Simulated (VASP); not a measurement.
# Ru (Cmcm) in VASP: a series of runs, part 2 of 2

VASP 6.6.1.

### Step 3. Single point, PBEsol

This run uses another cell than the first one, of 13.32 Å³/atom, 0.925 times its volume.

INCAR reads:

```
SYSTEM = Ru
ALGO = Fast ; EDIFF = 1E-6
ENCUT = 520 ; GGA = PS
ISIF = 2 ; ISMEAR = 0
LASPH = .True. ; LCHARG = .False.
LREAL = .False. ; LWAVE = .False.
NBANDS = 21 ; NELM = 100
PREC = Accurate ; SIGMA = 0.15
```

KPOINTS reads:

```
k-points
0
Gamma
  18 18 10
  0 0 0
```

POSCAR reads:

```
Ru
1.0
    2.6896847532      0.0000000000      0.0000000000
   -1.3448423766      2.3293353245      0.0000000000
    0.0000000000      0.0000000000      4.2523798378
Ru
2
Direct
    0.3032818421      0.6065636843      0.2500000000
    0.6967181579      0.3934363157      0.7500000000
```

Potentials or basis: VASP PAW PBE potentials, release 64 (Ru_pv).

Run with:

```bash
cat potpaw_PBE.64/Ru_pv/POTCAR > POTCAR
mpirun -np 1 vasp_std > vasp.out
```

OUTCAR:

```text
SYSTEM = Ru
   EDIFF = 1E-6
   ENCUT = 520
   GGA = PS
   ISIF = 2
   ISMEAR = 0
   LASPH = .True.
   LREAL = .False.
   NELM = 100
   PREC = Accurate

 ion  position               nearest neighbor table
   1  0.303  0.607  0.250-   2 2.56   2 2.56   2 2.56   2 2.56   2 2.81   2 2.81
   2  0.697  0.393  0.750-   1 2.56   1 2.56   1 2.56   1 2.56   1 2.81   1 2.81

  LATTYP: Found a hexagonal cell.
 ALAT       =     2.6896847532
 C/A-ratio  =     1.5809956289

  Lattice vectors:
[... 766 lines left out ...]

------------------------ aborting loop because EDIFF is reached ----------------------------------------

  FORCE on cell =-STRESS in cart. coord.  units (eV):
  Direction    XX          YY          ZZ          XY          YZ          ZX
  --------------------------------------------------------------------------------------
  -------------------------------------------------------------------------------------
  Total        1.1321105     -0.7942227      1.4767779      0.0000000     -0.0000000      0.0000000
  in kB       68.0822595    -47.7625395     88.8096826      0.0000000     -0.0000000      0.0000000
  external PRESSURE =      36.3764675 kB  Pullay stress =       0.0000000 kB

 VOLUME and BASIS-vectors are now :
 -----------------------------------------------------------------------------
  energy-cutoff  :      520.00
  volume of cell :       26.64
      direct lattice vectors                 reciprocal lattice vectors
     2.689684753  0.000000000  0.000000000     0.371790783  0.214653509  0.000000000
    -1.344842377  2.329335325  0.000000000     0.000000000  0.429307017  0.000000000
     0.000000000  0.000000000  4.252379838     0.000000000  0.000000000  0.235162436

 POSITION                                       TOTAL-FORCE (eV/Angst)
 -----------------------------------------------------------------------------------
     -0.00000      1.41289      1.06309         0.000000      2.157420     -0.000000
      1.34484      0.91645      3.18928         0.000000     -2.157420      0.000000
 -----------------------------------------------------------------------------------
    total drift:                                0.000000     -0.000000     -0.000000

  FREE ENERGIE OF THE ION-ELECTRON SYSTEM (eV)
  ---------------------------------------------------
  free  energy   TOTEN  =       -20.0470720643 eV

  energy  without entropy=      -20.0257605310  energy(sigma->0) =      -20.03641630
```

OSZICAR:

```text
N       E                     dE             d eps       ncg     rms          rms(c)
DAV:   1     0.286192042275E+03    0.28619E+03   -0.17516E+04 22964   0.149E+03
DAV:   2    -0.156749349371E+02   -0.30187E+03   -0.29257E+03 23530   0.446E+02
DAV:   3    -0.215299401998E+02   -0.58550E+01   -0.58201E+01 26857   0.695E+01
DAV:   4    -0.215733495154E+02   -0.43409E-01   -0.43360E-01 28701   0.572E+00
DAV:   5    -0.215738969459E+02   -0.54743E-03   -0.54286E-03 26238   0.566E-01    0.205E+01
RMM:   6    -0.201560435798E+02    0.14179E+01   -0.30153E+00 23606   0.144E+01    0.559E+00
RMM:   7    -0.200561706134E+02    0.99873E-01   -0.41182E-01 25521   0.476E+00    0.109E+00
RMM:   8    -0.200480493810E+02    0.81212E-02   -0.24569E-02 26122   0.151E+00    0.530E-01
RMM:   9    -0.200470391475E+02    0.10102E-02   -0.30089E-03 26453   0.491E-01    0.727E-02
RMM:  10    -0.200470680949E+02   -0.28947E-04   -0.51396E-04 27153   0.212E-01    0.272E-02
RMM:  11    -0.200470726604E+02   -0.45655E-05   -0.88906E-05 28901   0.608E-02    0.109E-02
RMM:  12    -0.200470723442E+02    0.31623E-06   -0.11952E-05 27148   0.241E-02    0.362E-03
RMM:  13    -0.200470720643E+02    0.27987E-06   -0.11123E-06 19026   0.729E-03
   1 F= -.20047072E+02 E0= -.20036416E+02  d E =-.213115E-01
```

stdout:

```text
POSCAR found type information on POSCAR Ru
 POSCAR found :  1 types and       2 ions
 scaLAPACK will be used
 -----------------------------------------------------------------------------
|                                                                             |
|                                                                             |
|     You enforced a specific xc type in the INCAR file but a different       |
|     I HOPE YOU KNOW WHAT YOU ARE DOING!                                     |
|                                                                             |
 -----------------------------------------------------------------------------

 LDA part: xc-table for (Slater+PW92), standard interpolation
 POSCAR, INCAR and KPOINTS ok, starting setup
 FFT: planning ... GRIDC
 FFT: planning ... GRID_SOFT
 FFT: planning ... GRID
 WAVECAR not read
 entering main loop
WARNING in EDDRMM: call to ZHEGV failed, returncode =   8  4     21
```

Run time: 100 s. Hardware: 1 thread of AMD EPYC 9R45 (Zen 5), shared host; peak memory 0.3 GiB.

What came out:

```yaml
Free_energy: -20.0471 eV
Pressure: 3.6 GPa
Largest_force: 2.157 eV/Å
Band_gap_on_the_k_mesh: zero (band 14 reaches 14.71 eV, above the bottom of band 15 at 11.58 eV)
```

Forces on the atoms (eV/Å):
```
Ru   0.000  2.157  0.000
Ru   0.000 -2.157  0.000
```

Levels at points of the mesh, in eV from the Fermi level:
```csv
k point,band 10,band 11,band 12,band 13,band 14,band 15,band 16,band 17,band 18,band 19
"(0.00, 0.00, 0.00)",-2.93,-2.39,-2.28,-1.75,-1.74,-0.45,0.10,1.20,2.09,10.20
"(0.50, 0.00, 0.00)",-2.94,-2.71,-2.30,-1.96,1.31,1.36,1.92,4.52,5.72,11.80
"(0.00, 0.50, 0.00)",-3.50,-1.47,-1.17,-0.94,1.56,1.73,2.23,3.21,6.91,9.89
"(0.00, 0.00, 0.50)",-2.97,-2.84,-2.84,-2.70,-2.70,0.10,0.10,0.58,0.58,10.24
"(0.50, 0.00, 0.50)",-4.97,-0.86,-0.86,1.01,1.01,1.66,1.66,2.94,2.94,10.22
"(0.00, 0.50, 0.50)",-4.73,-1.26,-1.26,-0.59,-0.59,1.71,1.71,4.42,4.42,9.62
```

Caveat: the PAW data sets were made with another functional, which shifts forces and pressure a little.

### Step 4. Single point, PBEsol

This run uses another cell than the first one, of 13.32 Å³/atom, 0.925 times its volume.

INCAR reads:

```
PREC     = Accurate       # precision mode
ENCUT    = 520            # plane-wave cutoff, eV
EDIFF    = 1E-7           # SCF threshold, eV
ISMEAR   = 0              # smearing method
SIGMA    = 0.15           # smearing width, eV
LREAL    = F              # projectors in reciprocal space
LASPH    = T              # aspherical terms in the spheres
NELM     = 80             # most SCF steps
ALGO     = Fast           # electronic algorithm
ISIF     = 2              # what is computed and relaxed
LWAVE    = F              # write WAVECAR
LCHARG   = F              # write CHGCAR
GGA      = PS             # functional
NBANDS   = 21             # bands
```

KPOINTS reads:

```
regular mesh
0
Gamma
  18 18 10
```

POSCAR reads:

```
Ru
1.0
    2.6896847532      0.0000000000      0.0000000000
   -1.3448423766      2.3293353245      0.0000000000
    0.0000000000      0.0000000000      4.2523798378
Ru
2
Direct
    0.3133061610      0.6266123220      0.2500000000
    0.6866938390      0.3733876780      0.7500000000
```

Run with:

```bash
cat potpaw_PBE.64/Ru_pv/POTCAR > POTCAR
mpirun -np 1 vasp_std > vasp.out
```

Run time: 1.9 min. Hardware: 1 thread of AMD EPYC 9R45 (Zen 5), shared host; peak memory 0.3 GiB.

The run converged. Its results:

```yaml
Free_energy: -20.2159 eV
Pressure: 1.6 GPa
Largest_force: 1.444 eV/Å
Band_gap_on_the_k_mesh: zero (band 14 reaches 14.80 eV, above the bottom of band 15 at 11.57 eV)
```

Forces on the atoms (eV/Å):
```
Ru   0.000  1.444  0.000
Ru   0.000 -1.444  0.000
```

Stress tensor (GPa, compression positive):
```
 4.27  0.00  0.00
 0.00 -3.19  0.00
 0.00  0.00  3.86
```

Levels at points of the mesh, in eV from the Fermi level:
```tsv
k point	band 11	band 12	band 13	band 14	band 15	band 16	band 17	band 18
(0.00, 0.00, 0.00)	-2.50	-2.01	-1.86	-1.80	-0.79	0.49	1.24	1.84
(0.50, 0.00, 0.00)	-2.57	-2.14	-1.76	1.40	1.66	1.95	4.43	5.90
(0.00, 0.50, 0.00)	-1.49	-1.39	-1.32	1.65	1.69	2.16	3.53	6.72
(0.00, 0.00, 0.50)	-2.81	-2.81	-2.75	-2.75	0.29	0.29	0.67	0.67
(0.50, 0.00, 0.50)	-0.97	-0.97	0.82	0.82	1.70	1.70	3.10	3.10
(0.00, 0.50, 0.50)	-1.19	-1.19	-0.25	-0.25	1.74	1.74	4.11	4.11
```

Caveat: the PAW data sets were made with another functional, which shifts forces and pressure a little.

### Step 5. Single point, PBEsol

This run uses another cell than the first one, of 13.68 Å³/atom, 0.949 times its volume.

INCAR reads:

```
  PREC = Accurate
  ENCUT = 520
  EDIFF = 1E-6
  ISMEAR = 0
  SIGMA = 0.15
  LREAL = F
  LASPH = T
  NELM = 80
  ALGO = Fast
  ISIF = 2
  LWAVE = F
  LCHARG = F
  GGA = PS
  NBANDS = 21
```

KPOINTS is that of step 4.

POSCAR reads:

```
Ru
1.0
    2.7254575605      0.0000000000      0.0000000000
   -1.3627287802      2.3603154843      0.0000000000
    0.0000000000      0.0000000000      4.2523798378
Ru
2
Direct
    0.3633848245      0.7267696491      0.2500000000
    0.6366151755      0.2732303509      0.7500000000
```

Run with:

```bash
cat potpaw_PBE.64/Ru_pv/POTCAR > POTCAR
mpirun -np 1 vasp_std > vasp.out
```

Wall time 98 s (1 thread of AMD EPYC 9R45 (Zen 5), shared host); peak memory 0.3 GiB.

It converged, with:

```yaml
Free_energy: -20.0645 eV
Pressure: -4.3 GPa
Largest_force: 1.745 eV/Å
Band_gap_on_the_k_mesh: zero (band 14 reaches 14.10 eV, above the bottom of band 15 at 11.22 eV)
```

Forces in eV/Å, atoms in the order of the input:
```
Ru   0.000 -1.745  0.000
Ru   0.000  1.745  0.000
```

Stress tensor (GPa, compression positive):
```
-12.27   0.00   0.00
  0.00  -4.02   0.00
  0.00   0.00   3.53
```

Levels at points of the mesh, in eV from the Fermi level:
```
           k point  band 10  band 11  band 12  band 13  band 14  band 15  band 16  band 17  band 18  band 19
(0.00, 0.00, 0.00)    -2.67    -2.43    -2.22    -2.13    -1.36    -0.58     0.09     1.34     1.78    10.21
(0.50, 0.00, 0.00)    -3.06    -1.78    -1.56    -1.43     1.47     1.49     1.55     3.51     6.30    10.24
(0.00, 0.50, 0.00)    -3.19    -2.96    -2.62    -1.56     1.10     1.76     1.93     4.78     4.99    12.45
(0.00, 0.00, 0.50)    -2.96    -2.92    -2.92    -2.47    -2.47     0.20     0.20     0.73     0.73    10.27
(0.50, 0.00, 0.50)    -4.73    -1.14    -1.14     0.21     0.21     1.58     1.58     3.83     3.83     9.78
(0.00, 0.50, 0.50)    -4.59    -1.07    -1.07     1.42     1.42     1.50     1.50     2.36     2.36    10.26
```

Caveat: the PAW data sets were made with another functional, which shifts forces and pressure a little.

### Step 6. Single point, PBEsol

This run uses another cell than the first one, of 13.68 Å³/atom, 0.949 times its volume.

INCAR reads:

```
PREC = Accurate
ENCUT = 520
EDIFF = 1E-7
ISMEAR = 0
SIGMA = 0.15
LREAL = F
LASPH = T
NELM = 60
ALGO = Fast
ISIF = 2
LWAVE = F
LCHARG = F
GGA = PS
NBANDS = 21
```

KPOINTS is that of step 5.

POSCAR reads:

```
Ru
1.0
    2.7254575605      0.0000000000      0.0000000000
   -1.3627287802      2.3603154843      0.0000000000
    0.0000000000      0.0000000000      4.2523798378
Ru
2
Direct
    0.3032818421      0.6065636843      0.2500000000
    0.6967181579      0.3934363157      0.7500000000
```

Potentials or basis: VASP PAW PBE potentials, release 64 (Ru_pv).

Run with:

```bash
cat potpaw_PBE.64/Ru_pv/POTCAR > POTCAR
mpirun -np 1 vasp_std > vasp.out
```

Run time: 1.8 min. Hardware: 1 thread of AMD EPYC 9R45 (Zen 5), shared host; peak memory 0.3 GiB.

It converged, with:

```yaml
Free_energy: -20.0294 eV
Pressure: -4.9 GPa
Largest_force: 2.100 eV/Å
Band_gap_on_the_k_mesh: zero (band 14 reaches 14.09 eV, above the bottom of band 15 at 11.20 eV)
```

Forces in eV/Å, atoms in the order of the input:
```
Ru   0.000  2.100  0.000
Ru   0.000 -2.100  0.000
```

Stress tensor (GPa, compression positive):
```
 -3.88   0.00   0.00
  0.00 -14.04   0.00
  0.00   0.00   3.36
```

Levels at points of the mesh, in eV from the Fermi level:
```
           k point  band 12  band 13  band 14  band 15  band 16  band 17
(0.00, 0.00, 0.00)    -2.29    -1.65    -1.59    -0.49     0.05     1.32
(0.50, 0.00, 0.00)    -2.29    -1.86     1.21     1.29     1.78     4.33
(0.00, 0.50, 0.00)    -1.19    -0.83     1.42     1.59     2.20     3.05
(0.00, 0.00, 0.50)    -2.70    -2.63    -2.63     0.07     0.07     0.57
(0.50, 0.00, 0.50)    -0.84     0.96     0.96     1.52     1.52     2.82
(0.00, 0.50, 0.50)    -1.27    -0.58    -0.58     1.58     1.58     4.30
```

Caveat: the PAW data sets were made with another functional, which shifts forces and pressure a little.

### Step 7. Summary

| cell | further INCAR settings | gap on the mesh (eV) | pressure (GPa) | largest force (eV/Å) |
| --- | --- | --- | --- | --- |
| a = 2.797, b = 2.797, c = 4.252 Å, angles 90.0, 90.0, 120.0°, 2 atoms | ALGO = Fast; EDIFF = 1e-06; NBANDS = 21 | none | -20.1 | 1.32 |
| a = 2.690, b = 2.690, c = 4.252 Å, angles 90.0, 90.0, 120.0°, 2 atoms | ALGO = Fast; EDIFF = 1e-06; NBANDS = 21 | none | 3.6 | 2.16 |
| a = 2.690, b = 2.690, c = 4.252 Å, angles 90.0, 90.0, 120.0°, 2 atoms | ALGO = Fast; EDIFF = 1e-07; NBANDS = 21 | none | 1.6 | 1.44 |
| a = 2.725, b = 2.725, c = 4.252 Å, angles 90.0, 90.0, 120.0°, 2 atoms | ALGO = Fast; EDIFF = 1e-06; NBANDS = 21 | none | -4.3 | 1.74 |
| a = 2.725, b = 2.725, c = 4.252 Å, angles 90.0, 90.0, 120.0°, 2 atoms | ALGO = Fast; EDIFF = 1e-07; NBANDS = 21 | none | -4.9 | 2.10 |

Some of these runs hold the atoms at other places in the same cell, which the table doesn't show; runs alike in all that it shows share one row.

Alike in all rows: task single point; level PBEsol; potentials or basis VASP PAW PBE potentials, release 64 (Ru_pv); no spin polarisation; k mesh 18 × 18 × 10; cutoff (eV) 520; smearing gaussian 0.15 eV.

Caveats: the PAW data sets were made with another functional, which shifts forces and pressure a little.

Total energies depend on the potentials used, so only differences within one code and one set of settings carry meaning.
